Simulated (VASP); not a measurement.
# CoO (F-43m) in VASP: notebook, part 2 of 2

VASP 6.6.1.

### 3 Single point, PBEsol, collinear spin, ferromagnetic start

INCAR

```
ALGO = Normal
EDIFF = 1E-6
ENCUT = 520
GGA = PS
ISIF = 2
ISMEAR = 0
ISPIN = 2
LASPH = True
LCHARG = False
LMAXMIX = 4
LORBIT = 11
LREAL = False
LWAVE = False
MAGMOM = 2.98 0.69
NBANDS = 18
NELM = 150
NUPDOWN = 4.0
PREC = Accurate
SIGMA = 0.1
```

KPOINTS

```
k-points
0
Gamma
  16 16 16
```

POSCAR

```
CoO
1.0
    0.0000000000      2.1744804960      2.1744804960
    2.1744804960      0.0000000000      2.1744804960
    2.1744804960      2.1744804960      0.0000000000
Co O
1 1
Direct
    0.0000000000      0.0000000000      0.0000000000
    0.2500000000      0.2500000000      0.2500000000
```

Potentials or basis: VASP PAW PBE potentials, release 64 (Co, O).

Launch:

```sh
> cat potpaw_PBE.64/Co/POTCAR potpaw_PBE.64/O/POTCAR > POTCAR
> mpirun -np 1 vasp_std > vasp.out
```

OUTCAR:

```text
EDIFF = 1E-6
   ENCUT = 520
   GGA = PS
   ISIF = 2
   ISMEAR = 0
   ISPIN = 2
   LASPH = True
   LORBIT = 11
   LREAL = False
   NELM = 150
   NUPDOWN = 4.0
   PREC = Accurate

 ion  position               nearest neighbor table
   1  0.000  0.000  0.000-   2 1.88   2 1.88   2 1.88   2 1.88
   2  0.250  0.250  0.250-   1 1.88   1 1.88   1 1.88   1 1.88

  LATTYP: Found a face centered cubic cell.
 ALAT       =     4.3489609920

  Lattice vectors:

 A1 = (   0.0000000000,   2.1744804960,   2.1744804960)
 A2 = (   2.1744804960,   0.0000000000,   2.1744804960)
 A3 = (   2.1744804960,   2.1744804960,   0.0000000000)

Analysis of symmetry for initial positions (statically):
=====================================================================
 Subroutine PRICEL returns:
 Original cell was already a primitive cell.

 Routine SETGRP: Setting up the symmetry group for a
 face centered cubic supercell.

[... 701 lines left out ...]
      3       1.4302      1.00000
      4       1.4302      1.00000
      5       5.7598      0.99640
      6       5.7598      0.99640
[... 493 lines left out ...]
     17      30.9722      0.00000
     18      32.4621      0.00000

 [... further k-points ...]

------------------------ aborting loop because EDIFF is reached ----------------------------------------

  FORCE on cell =-STRESS in cart. coord.  units (eV):
  Direction    XX          YY          ZZ          XY          YZ          ZX
  --------------------------------------------------------------------------------------
  -------------------------------------------------------------------------------------
  Total        3.8816297      3.8816297      3.8816297     -0.0000000     -0.0000000      0.0000000
  in kB      302.4322784    302.4322784    302.4322784     -0.0000000     -0.0000000      0.0000000
  external PRESSURE =     302.4322784 kB  Pullay stress =       0.0000000 kB

 VOLUME and BASIS-vectors are now :
 -----------------------------------------------------------------------------
  energy-cutoff  :      520.00
  volume of cell :       20.56
      direct lattice vectors                 reciprocal lattice vectors
     0.000000000  2.174480496  2.174480496    -0.229939979  0.229939979  0.229939979
     2.174480496  0.000000000  2.174480496     0.229939979 -0.229939979  0.229939979
     2.174480496  2.174480496  0.000000000     0.229939979  0.229939979 -0.229939979

 POSITION                                       TOTAL-FORCE (eV/Angst)
 -----------------------------------------------------------------------------------
      0.00000      0.00000      0.00000         0.000000      0.000000     -0.000000
      1.08724      1.08724      1.08724        -0.000000     -0.000000      0.000000
 -----------------------------------------------------------------------------------
    total drift:                                0.000000      0.000000      0.000000

  FREE ENERGIE OF THE ION-ELECTRON SYSTEM (eV)
  ---------------------------------------------------
  free  energy   TOTEN  =       -11.8707996633 eV

  energy  without entropy=      -11.8509594442  energy(sigma->0) =      -11.86087955

 total charge

# of ion       s       p       d       tot
------------------------------------------
    1        0.442   0.588   7.026   8.056
    2        1.589   3.448   0.000   5.036
--------------------------------------------------
tot          2.031   4.036   7.026  13.092

 magnetization (x)

# of ion       s       p       d       tot
------------------------------------------
    1        0.077   0.124   2.803   3.004
    2        0.072   0.550   0.000   0.622
--------------------------------------------------
tot          0.149   0.674   2.803   3.626
```

stdout:

```text
POSCAR found type information on POSCAR CoO
 POSCAR found :  2 types and       2 ions
 scaLAPACK will be used
 -----------------------------------------------------------------------------
|                                                                             |
|                                                                             |
|     You enforced a specific xc type in the INCAR file but a different       |
|     I HOPE YOU KNOW WHAT YOU ARE DOING!                                     |
|                                                                             |
 -----------------------------------------------------------------------------

 LDA part: xc-table for (Slater+PW92), standard interpolation
 POSCAR, INCAR and KPOINTS ok, starting setup
 FFT: planning ... GRIDC
 FFT: planning ... GRID_SOFT
 FFT: planning ... GRID
 WAVECAR not read
 entering main loop
```

It took 2.3 min on 1 thread of Oxide Virtual Turin-like, shared host; peak memory 0.17 GiB.

Results:

- Free energy: -11.8708 eV
- Pressure: 30.2 GPa
- Net moment: 4.00 μB per cell
- Site moments: Co +3.00; O +0.62 μB
- Valence electrons inside the program's atomic spheres: Co 8.06; O 5.04

Caveat: the cell stands under pressure; the PAW data sets were made with another functional, which shifts forces and pressure a little; the total moment is fixed, so each spin has its own Fermi level and the state may be an excited one; a cell with one magnetic atom can't hold antiferromagnetic order, which such compounds often take.

### 4 Single point, PBEsol, non-collinear spin, typed start, spin-orbit coupling

INCAR

```
SYSTEM = CoO
ALGO = Fast
EDIFF = 1E-6
ENCUT = 520
GGA = PS
GGA_COMPAT = .False.
ISIF = 2
ISMEAR = 0
LASPH = .True.
LCHARG = .False.
LMAXMIX = 4
LORBIT = 11
LORBMOM = .True.
LREAL = .False.
LSORBIT = .True.
LWAVE = .False.
MAGMOM = 0 3 0 0 0 0
NBANDS = 27
NELM = 150
PREC = Accurate
SIGMA = 0.1
```

KPOINTS

```
k-points
0
Gamma
  16 16 16
  0 0 0
```

POSCAR is that of step 3.

Potentials or basis: VASP PAW PBE potentials, release 64 (Co, O).

Launch:

```sh
> cat potpaw_PBE.64/Co/POTCAR potpaw_PBE.64/O/POTCAR > POTCAR
> mpirun -np 1 vasp_ncl > vasp.out
```

OUTCAR:

```text
SYSTEM = CoO
   EDIFF = 1E-6
   ENCUT = 520
   GGA = PS
   ISIF = 2
   ISMEAR = 0
   LASPH = .True.
   LORBIT = 11
   LREAL = .False.
   LSORBIT = .True.
   NELM = 150
   PREC = Accurate

 ion  position               nearest neighbor table
   1  0.000  0.000  0.000-   2 1.88   2 1.88   2 1.88   2 1.88
   2  0.250  0.250  0.250-   1 1.88   1 1.88   1 1.88   1 1.88

  LATTYP: Found a face centered cubic cell.
 ALAT       =     4.3489609920

  Lattice vectors:

 A1 = (   0.0000000000,   2.1744804960,   2.1744804960)
 A2 = (   2.1744804960,   0.0000000000,   2.1744804960)
 A3 = (   2.1744804960,   2.1744804960,   0.0000000000)

Analysis of symmetry for initial positions (statically):
[... 1014 lines left out ...]
     0.0000000     0.0000000     0.0000000     0.0000000     0.0000000     0.0000000     0.0000000
     0.0000000     0.0000000     0.0000000     0.0000000     0.0000000     0.0000000     0.0000000
     0.0000000     0.0000000     0.0000000     0.0000000     0.0000000     0.0000000     0.0000000
     0.0000000     0.0000000     0.0000000     0.0000000     0.0000000     0.0000000     0.0000000
     0.0000000     0.0000000     0.0000000     0.0000000     0.0000000     0.0000000     0.0000000
     0.0000000     0.0000000     0.0000000     0.0000000     0.0000000     0.0000000     0.0000000

 total charge

# of ion       s       p       d       tot
------------------------------------------
    1        0.382   0.542   7.334   8.258
    2        1.551   3.438   0.000   4.989
--------------------------------------------------
tot          1.933   3.980   7.334  13.247

 magnetization (x)

# of ion       s       p       d       tot
------------------------------------------
    1        0.000   0.000   0.000   0.000
    2        0.000   0.000   0.000   0.000
--------------------------------------------------
tot          0.000   0.000   0.000   0.000

 magnetization (y)

# of ion       s       p       d       tot
------------------------------------------
    1        0.008   0.041   1.572   1.620
    2        0.016   0.147   0.000   0.163
--------------------------------------------------
tot          0.024   0.188   1.572   1.783

 magnetization (z)

# of ion       s       p       d       tot
------------------------------------------
    1        0.000   0.000   0.000   0.000
    2        0.000   0.000   0.000   0.000
--------------------------------------------------
tot          0.000   0.000   0.000   0.000
```

OSZICAR:

```text
N       E                     dE             d eps       ncg     rms          rms(c)
DAV:   1     0.125225763158E+03    0.12523E+03   -0.67776E+03 56644   0.134E+03
DAV:   2    -0.386746336712E+01   -0.12909E+03   -0.11541E+03 57847   0.319E+02
DAV:   3    -0.168078922603E+02   -0.12940E+02   -0.12328E+02 60784   0.116E+02
[... 14 lines left out ...]
RMM:  18    -0.142940696226E+02   -0.14814E-04   -0.53774E-04 68332   0.195E-01    0.905E-03
RMM:  19    -0.142940522490E+02    0.17374E-04   -0.27484E-04 64114   0.141E-01    0.645E-03
RMM:  20    -0.142940351252E+02    0.17124E-04   -0.18377E-04 62451   0.114E-01    0.313E-03
RMM:  21    -0.142940342716E+02    0.85356E-06   -0.46575E-05 58794   0.636E-02    0.304E-03
RMM:  22    -0.142940363260E+02   -0.20543E-05   -0.11531E-05 57889   0.319E-02    0.325E-03
RMM:  23    -0.142940361206E+02    0.20535E-06   -0.38569E-06 54026   0.195E-02
   1 F= -.14294036E+02 E0= -.14289221E+02  d E =-.962955E-02  mag=    -0.0000     1.8235     0.0000
```

stdout:

```text
POSCAR found type information on POSCAR CoO
 POSCAR found :  2 types and       2 ions
 scaLAPACK will be used
 -----------------------------------------------------------------------------
|                                                                             |
|                                                                             |
|     You enforced a specific xc type in the INCAR file but a different       |
|     I HOPE YOU KNOW WHAT YOU ARE DOING!                                     |
|                                                                             |
 -----------------------------------------------------------------------------

 LDA part: xc-table for (Slater+PW92), standard interpolation
 POSCAR, INCAR and KPOINTS ok, starting setup
 FFT: planning ... GRIDC
 FFT: planning ... GRID_SOFT
 FFT: planning ... GRID
 WAVECAR not read
 entering main loop
WARNING in EDDRMM: call to ZHEGV failed, returncode =   8  4     26
```

Run time: 33 min. Hardware: 1 thread of Oxide Virtual Turin-like, shared host; peak memory 0.81 GiB.

What came out:

```yaml
Free_energy: -14.2940 eV
Pressure: 0.0 GPa
Net_moment: 1.82 μB per cell
Valence_electrons_inside_the_program's_atomic_spheres: Co 8.26; O 4.99
```

Moments on the atoms (μB; x, y, z):
```
Co  0.00 1.62 0.00
O   0.00 0.16 0.00
```

Caveat: the PAW data sets were made with another functional, which shifts forces and pressure a little; a cell with one magnetic atom can't hold antiferromagnetic order, which such compounds often take.
